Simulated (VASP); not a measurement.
# Al (Im-3m) in VASP: further runs, part 2 of 2

VASP 6.6.1.

### 3 Relaxation of cell and atoms, PBEsol, target pressure 2 GPa, at which the enthalpy is minimised

INCAR reads:

```
PREC     = Accurate       # precision mode
ENCUT    = 600            # plane-wave cutoff, eV
EDIFF    = 1E-6           # SCF threshold, eV
ISMEAR   = -1             # smearing method
SIGMA    = 0.05           # smearing width, eV
LREAL    = F              # projectors in reciprocal space
LASPH    = T              # aspherical terms in the spheres
NELM     = 80             # most SCF steps
ALGO     = Normal         # electronic algorithm
ISIF     = 3              # what is computed and relaxed
LWAVE    = F              # write WAVECAR
LCHARG   = F              # write CHGCAR
GGA      = PS             # functional
IBRION   = 2              # ionic algorithm
NSW      = 60             # ionic steps
EDIFFG   = -0.01          # ionic threshold
PSTRESS  = 20.0
```

KPOINTS reads:

```
Automatic mesh
0
Gamma
  12 12 12
```

POSCAR reads:

```
Al
1.0
   -1.5912186900      1.5912186900      1.5912186900
    1.5912186900     -1.5912186900      1.5912186900
    1.5912186900      1.5912186900     -1.5912186900
Al
1
Direct
    0.0000000000      0.0000000000      0.0000000000
```

Potentials or basis: VASP PAW PBE potentials, release 64 (Al).

On the command line:

```console
$ cat potpaw_PBE.64/Al/POTCAR > POTCAR
$ mpirun -np 1 vasp_std > vasp.out
```

OUTCAR:

```text
PREC = Accurate
   ENCUT = 600
   EDIFF = 1E-6
   ISMEAR = -1
   LREAL = F
   LASPH = T
   NELM = 80
   ISIF = 3
   GGA = PS
   IBRION = 2
   NSW = 60
   EDIFFG = -0.01
   PSTRESS = 20.0

 ion  position               nearest neighbor table
   1  0.000  0.000  0.000-

  LATTYP: Found a body centered cubic cell.
 ALAT       =     3.1824373800

  Lattice vectors:

 A1 = (  -1.5912186900,   1.5912186900,   1.5912186900)
 A2 = (   1.5912186900,  -1.5912186900,   1.5912186900)
 A3 = (   1.5912186900,   1.5912186900,  -1.5912186900)

Analysis of symmetry for initial positions (statically):
=====================================================================
 Subroutine PRICEL returns:
 Original cell was already a primitive cell.

 Routine SETGRP: Setting up the symmetry group for a
 body centered cubic supercell.

 Subroutine GETGRP returns: Found 48 space group operations
[... 9 lines left out ...]

 Routine SETGRP: Setting up the symmetry group for a
 body centered cubic supercell.

 Subroutine GETGRP returns: Found 48 space group operations
[... 11 lines left out ...]
                                     Primitive cell

  volume of cell :      16.1157

  direct lattice vectors                    reciprocal lattice vectors
    -1.591218690  1.591218690  1.591218690     0.000000000  0.314224565  0.314224565
     1.591218690 -1.591218690  1.591218690     0.314224565  0.000000000  0.314224565
     1.591218690  1.591218690 -1.591218690     0.314224565  0.314224565  0.000000000

  length of vectors
     2.756071617  2.756071617  2.756071617     0.444380641  0.444380641  0.444380641

  position of ions in fractional coordinates (direct lattice)
     0.000000000  0.000000000  0.000000000

[... 138 lines left out ...]
  energy-cutoff  :      600.00
  volume of cell :       16.12
      direct lattice vectors                 reciprocal lattice vectors
    -1.591218690  1.591218690  1.591218690     0.000000000  0.314224565  0.314224565
     1.591218690 -1.591218690  1.591218690     0.314224565  0.000000000  0.314224565
     1.591218690  1.591218690 -1.591218690     0.314224565  0.314224565  0.000000000

 POSITION                                       TOTAL-FORCE (eV/Angst)
 -----------------------------------------------------------------------------------
      0.00000      0.00000      0.00000         0.000000     -0.000000     -0.000000
 -----------------------------------------------------------------------------------
    total drift:                                0.000000     -0.000000      0.000000

  FREE ENERGIE OF THE ION-ELECTRON SYSTEM (eV)
  ---------------------------------------------------
  free  energy   TOTEN  =        -3.9870206456 eV

  energy  without entropy=       -3.9828940446  energy(sigma->0) =       -3.98495735

  enthalpy is  TOTEN    =        -3.7858479578 eV   P V=        0.2011726878

--------------------------------------- Ionic step        2  -------------------------------------------

 number of electron       3.0000000 magnetization

 Free energy of the ion-electron system (eV)
  ---------------------------------------------------
  ext. energy  EPLUGINS =         0.00000000
  ---------------------------------------------------
  free energy    TOTEN  =        -3.98801200 eV

  energy without entropy =       -3.98390888  energy(sigma->0) =       -3.98596044

 E-fermi :   8.1304     XC(G=0): -10.3300

 val. band max:        8.0776503015   @ k =  -0.4167  -0.4167   0.2500
 cond. band min:       8.1441787527   @ k =   0.3333   0.2500   0.0833
 fundamental gap:      0.0665284513
 Fermi energy:         8.1303635232

 k-point     1 :       0.0000    0.0000    0.0000
  band No.  band energies     occupation
      1      -3.1083      2.00000
      2      21.5071      0.00000
      3      21.5071      0.00000
      4      21.5071      0.00000
      5      23.1083      0.00000
[... 177 lines left out ...]
 k-point    24 :       0.4167    0.0833    0.0833
  band No.  band energies     occupation
      1       4.1345      2.00000
      2       4.6643      2.00000
      3      13.1184      0.00000
      4      13.8381      0.00000
      5      22.2452      0.00000

 [... further k-points ...]
[... 5 lines left out ...]
  --------------------------------------------------------------------------------------
  -------------------------------------------------------------------------------------
  Total        0.1962438      0.1962438      0.1962438     -0.0000000     -0.0000000     -0.0000000
  in kB       19.4199749     19.4199749     19.4199749     -0.0000000     -0.0000000     -0.0000000
  external PRESSURE =      -0.5800251 kB  Pullay stress =      20.0000000 kB

 VOLUME and BASIS-vectors are now :
 -----------------------------------------------------------------------------
  energy-cutoff  :      600.00
  volume of cell :       16.19
      direct lattice vectors                 reciprocal lattice vectors
    -1.593673367  1.593673367  1.593673367     0.000000000  0.313740576  0.313740576
     1.593673367 -1.593673367  1.593673367     0.313740576  0.000000000  0.313740576
     1.593673367  1.593673367 -1.593673367     0.313740576  0.313740576  0.000000000

 POSITION                                       TOTAL-FORCE (eV/Angst)
 -----------------------------------------------------------------------------------
     -1.59367      1.59367      1.59367         0.000000     -0.000000      0.000000
 -----------------------------------------------------------------------------------
    total drift:                                0.000000      0.000000     -0.000000

  FREE ENERGIE OF THE ION-ELECTRON SYSTEM (eV)
  ---------------------------------------------------
  free  energy   TOTEN  =        -3.9880120024 eV

  energy  without entropy=       -3.9839088762  energy(sigma->0) =       -3.98596044

  enthalpy is  TOTEN    =        -3.7859068668 eV   P V=        0.2021051356

 reached required accuracy - stopping structural energy minimisation
```

OSZICAR:

```text
N       E                     dE             d eps       ncg     rms          rms(c)
DAV:   1    -0.135329123581E+01   -0.13533E+01   -0.87742E+02   740   0.366E+02
DAV:   2    -0.399120813993E+01   -0.26379E+01   -0.23894E+01   915   0.331E+01
DAV:   3    -0.401698775185E+01   -0.25780E-01   -0.25734E-01  1025   0.391E+00
DAV:   4    -0.401706853934E+01   -0.80787E-04   -0.80788E-04  1040   0.179E-01
DAV:   5    -0.401706897319E+01   -0.43385E-06   -0.43339E-06  1010   0.829E-03    0.138E+00
DAV:   6    -0.399891968402E+01    0.18149E-01   -0.26190E-03   950   0.328E-01    0.778E-01
DAV:   7    -0.398703719562E+01    0.11882E-01   -0.69758E-03   880   0.519E-01    0.166E-01
DAV:   8    -0.398702126391E+01    0.15932E-04   -0.42539E-05  1135   0.636E-02    0.994E-03
DAV:   9    -0.398702064559E+01    0.61832E-06   -0.29133E-07   970   0.392E-03
   1 F= -.37858480E+01 E0= -.37837847E+01  d E =-.378585E+01
       N       E                     dE             d eps       ncg     rms          rms(c)
DAV:   1    -0.398802273591E+01   -0.10015E-02   -0.10940E-03   970   0.209E-01    0.281E-02
DAV:   2    -0.398801659756E+01    0.61384E-05   -0.80411E-06   890   0.256E-02    0.103E-02
DAV:   3    -0.398801240028E+01    0.41973E-05   -0.14683E-06   870   0.737E-03    0.361E-03
DAV:   4    -0.398801200242E+01    0.39785E-06   -0.13667E-07   500   0.232E-03
   2 F= -.37859069E+01 E0= -.37838553E+01  d E =-.589090E-04
```

It took 17 s on 1 thread of Intel Xeon 8259CL, shared host; peak memory 0.13 GiB.

Results:

```yaml
Free_energy: -3.9880 eV
Relaxed_volume: 16.19 Å³/atom
Relaxed_cell: a = 2.760 Å, b = 2.760 Å, c = 2.760 Å, α = 109.47°, β = 109.47°, γ = 109.47°
Space_group_after_relaxing_to_0.05_Å: Im-3m (No. 229)
Energy_change_on_relaxing_the_enthalpy_is_what_falls: -1.0 meV/atom
Ionic_steps: 2
Pressure_after_relaxing: 1.9 GPa
```

The path:
| step | energy change (eV) | largest force (eV/Å) | pressure (GPa) | volume (Å³) |
| --- | --- | --- | --- | --- |
| 1 | 0.0000 | 0.0000 | 2.32 | 16.12 |
| 2 | -0.0010 | 0.0000 | 1.94 | 16.19 |

Final structure:
```cif
data_structure
_symmetry_space_group_name_H-M 'P 1'
_symmetry_Int_Tables_number 1
_cell_length_a 2.7603
_cell_length_b 2.7603
_cell_length_c 2.7603
_cell_angle_alpha 109.471
_cell_angle_beta 109.471
_cell_angle_gamma 109.471
_cell_volume 16.19
loop_
_atom_site_label
_atom_site_type_symbol
_atom_site_fract_x
_atom_site_fract_y
_atom_site_fract_z
_atom_site_occupancy
Al1 Al 0.00000 0.00000 0.00000 1
```

Caveat: the cell is relaxed towards a set pressure, so the enthalpy falls and the energy may rise; the PAW data sets were made with another functional, which shifts forces and pressure a little.

### 4 Relaxation of cell and atoms, PBEsol, target pressure 5 GPa, at which the enthalpy is minimised

INCAR reads:

```
PREC = Accurate
ENCUT = 600
EDIFF = 1E-7
ISMEAR = -1
SIGMA = 0.05
LREAL = False
LASPH = True
NELM = 100
ALGO = Normal
ISIF = 3
LWAVE = False
LCHARG = False
GGA = PS
IBRION = 2
NSW = 60
EDIFFG = -0.01
PSTRESS = 50.0
```

KPOINTS reads:

```
regular mesh
0
Gamma
  12 12 12
```

POSCAR is that of step 3.

Potentials or basis: VASP PAW PBE potentials, release 64 (Al).

On the command line:

```console
$ cat potpaw_PBE.64/Al/POTCAR > POTCAR
$ mpirun -np 1 vasp_std > vasp.out
```

OUTCAR:

```text
PREC = Accurate
   ENCUT = 600
   EDIFF = 1E-7
   ISMEAR = -1
   LREAL = False
   LASPH = True
   NELM = 100
   ISIF = 3
   GGA = PS
   IBRION = 2
   NSW = 60
   EDIFFG = -0.01
   PSTRESS = 50.0

 ion  position               nearest neighbor table
   1  0.000  0.000  0.000-

  LATTYP: Found a body centered cubic cell.
 ALAT       =     3.1824373800

  Lattice vectors:

 A1 = (  -1.5912186900,   1.5912186900,   1.5912186900)
 A2 = (   1.5912186900,  -1.5912186900,   1.5912186900)
 A3 = (   1.5912186900,   1.5912186900,  -1.5912186900)

Analysis of symmetry for initial positions (statically):
=====================================================================
 Subroutine PRICEL returns:
 Original cell was already a primitive cell.

 Routine SETGRP: Setting up the symmetry group for a
 body centered cubic supercell.

 Subroutine GETGRP returns: Found 48 space group operations
 (whereof 48 operations were pure point group operations)
 out of a pool of 48 trial point group operations.

The static configuration has the point symmetry O_h .

Analysis of symmetry for dynamics (positions and initial velocities):
=====================================================================
 Subroutine PRICEL returns:
 Original cell was already a primitive cell.

 Routine SETGRP: Setting up the symmetry group for a
 body centered cubic supercell.

 Subroutine GETGRP returns: Found 48 space group operations
 (whereof 48 operations were pure point group operations)
 out of a pool of 48 trial point group operations.

The dynamic configuration has the point symmetry O_h .

 Subroutine INISYM returns: Found 48 space group operations
 (whereof 48 operations are pure point group operations),
 and found     1 'primitive' translations

[... 118 lines left out ...]
   LHFCALC =     F    Hartree Fock is set to
   AEXX    =    0.0000 exact exchange contribution
   IVDW    =     0    specifies the selected vdW correction
   LEPSILON=     F    determine dielectric tensor
   LRPA    =     F    only Hartree local field effects (RPA)
 conjugate gradient relaxation of ions
 non-spin polarized calculation
  energy-cutoff  :      600.00
  volume of cell :       16.12
 maximum number of plane-waves:       555
 NGX is ok and might be reduce to    24
   NGX = 11   NGY = 11   NGZ = 11

--------------------------------------- Ionic step        1  -------------------------------------------

 number of electron       3.0000000 magnetization

 Free energy of the ion-electron system (eV)
  ---------------------------------------------------
  ext. energy  EPLUGINS =         0.00000000
  ---------------------------------------------------
  free energy    TOTEN  =        -3.98702032 eV

  energy without entropy =       -3.98289373  energy(sigma->0) =       -3.98495702

------------------------ aborting loop because EDIFF is reached ----------------------------------------

  FORCE on cell =-STRESS in cart. coord.  units (eV):
  Direction    XX          YY          ZZ          XY          YZ          ZX
  --------------------------------------------------------------------------------------
  -------------------------------------------------------------------------------------
  Total        0.2331586      0.2331586      0.2331586     -0.0000000      0.0000000     -0.0000000
  in kB       23.1799488     23.1799488     23.1799488     -0.0000000      0.0000000     -0.0000000
  external PRESSURE =     -26.8200512 kB  Pullay stress =      50.0000000 kB
[... 61 lines left out ...]
--------------------------------------- Ionic step        3  -------------------------------------------

 number of electron       3.0000000 magnetization

 Free energy of the ion-electron system (eV)
  ---------------------------------------------------
  ext. energy  EPLUGINS =         0.00000000
  ---------------------------------------------------
  free energy    TOTEN  =        -3.97592567 eV

  energy without entropy =       -3.97168353  energy(sigma->0) =       -3.97380460

 E-fermi :   8.5252     XC(G=0): -10.4611

 val. band max:        8.4161447288   @ k =   0.3333   0.0833   0.0000
 cond. band min:       8.5513297731   @ k =  -0.4167  -0.4167   0.2500
 fundamental gap:      0.1351850443
 Fermi energy:         8.5252384639

 k-point     1 :       0.0000    0.0000    0.0000
  band No.  band energies     occupation
      1      -2.9781      2.00000
      2      22.1071      0.00000
      3      22.1071      0.00000
      4      22.1071      0.00000
      5      24.0278      0.00000
[... 177 lines left out ...]
 k-point    24 :       0.4167    0.0833    0.0833
  band No.  band energies     occupation
      1       4.3886      2.00000
      2       5.0111      2.00000
      3      13.5569      0.00000
      4      14.4438      0.00000
      5      22.9328      0.00000

 [... further k-points ...]

------------------------ aborting loop because EDIFF is reached ----------------------------------------

  FORCE on cell =-STRESS in cart. coord.  units (eV):
  Direction    XX          YY          ZZ          XY          YZ          ZX
  --------------------------------------------------------------------------------------
  -------------------------------------------------------------------------------------
  Total        0.4879995      0.4879995      0.4879995     -0.0000000     -0.0000000     -0.0000000
  in kB       50.0376375     50.0376375     50.0376375     -0.0000000     -0.0000000     -0.0000000
  external PRESSURE =       0.0376375 kB  Pullay stress =      50.0000000 kB
[... 20 lines left out ...]
  energy  without entropy=       -3.9716835269  energy(sigma->0) =       -3.97380460

  enthalpy is  TOTEN    =        -3.4882931947 eV   P V=        0.4876324758

 reached required accuracy - stopping structural energy minimisation
```

OSZICAR:

```text
N       E                     dE             d eps       ncg     rms          rms(c)
DAV:   1    -0.135329123581E+01   -0.13533E+01   -0.87742E+02   740   0.366E+02
DAV:   2    -0.399120813993E+01   -0.26379E+01   -0.23894E+01   915   0.331E+01
DAV:   3    -0.401698775185E+01   -0.25780E-01   -0.25734E-01  1025   0.391E+00
DAV:   4    -0.401706853934E+01   -0.80787E-04   -0.80788E-04  1040   0.179E-01
[... 16 lines left out ...]
DAV:   1    -0.397595871961E+01   -0.44367E-02   -0.34886E-03   940   0.378E-01    0.519E-02
DAV:   2    -0.397593964689E+01    0.19073E-04   -0.24976E-05   855   0.454E-02    0.189E-02
DAV:   3    -0.397592679327E+01    0.12854E-04   -0.43300E-06   955   0.128E-02    0.660E-03
DAV:   4    -0.397592569506E+01    0.10982E-05   -0.41035E-07   915   0.397E-03    0.411E-03
DAV:   5    -0.397592567055E+01    0.24510E-07   -0.31362E-09   500   0.611E-04
   3 F= -.34882932E+01 E0= -.34861721E+01  d E =-.420460E-02
```

It took 18 s on 1 thread of Intel Xeon 8259CL, shared host; peak memory 0.14 GiB.

Results:

```
Free energy                                            : -3.9759 eV
Relaxed volume                                         : 15.63 Å³/atom
Relaxed cell                                           : a = 2.728 Å, b = 2.728 Å, c = 2.728 Å, α = 109.47°, β = 109.47°, γ = 109.47°
Space group after relaxing (to 0.05 Å)                 : Im-3m (No. 229)
Energy change on relaxing (the enthalpy is what falls) : +11.1 meV/atom
Ionic steps                                            : 3
Pressure after relaxing                                : 5.0 GPa
```

The path:
| step | energy change (eV) | largest force (eV/Å) | pressure (GPa) | volume (Å³) |
| --- | --- | --- | --- | --- |
| 1 | 0.0000 | 0.0000 | 2.32 | 16.12 |
| 2 | 0.0155 | 0.0000 | 5.79 | 15.49 |
| 3 | 0.0111 | 0.0000 | 5.00 | 15.63 |

Final structure:
```
Al
1.0
    -1.57492    1.57492    1.57492
     1.57492   -1.57492    1.57492
     1.57492    1.57492   -1.57492
Al
1
Cartesian
  0.0000 0.0000 0.0000
```

Levels at points of the mesh, in eV from the Fermi level:
```tsv
k point	band 1	band 2	band 3	band 4	band 5
(0.00, 0.00, 0.00)	-11.50	13.58	13.58	13.58	15.50
(0.50, 0.00, 0.00)	-4.52	-3.91	8.39	8.59	10.36
(0.50, 0.50, 0.50)	1.97	1.97	1.97	2.89	2.89
```

Caveat: the cell is relaxed towards a set pressure, so the enthalpy falls and the energy may rise; the PAW data sets were made with another functional, which shifts forces and pressure a little.

### 5 The runs side by side

```csv
cell,gap on the mesh (eV),pressure (GPa)
relaxed,none,0.0
relaxed to 2 GPa,none,1.9
relaxed to 5 GPa,none,5.0
```

Alike in all rows: task relaxation of cell and atoms; level PBEsol; potentials or basis VASP PAW PBE potentials, release 64 (Al); no spin polarisation; k mesh 12 × 12 × 12; cutoff (eV) 600; smearing fermi-dirac 0.05 eV.

Caveats: the PAW data sets were made with another functional, which shifts forces and pressure a little; the cell is relaxed towards a set pressure, so the enthalpy falls and the energy may rise (some runs).

Absolute energies hang on the potentials; compare differences alone.
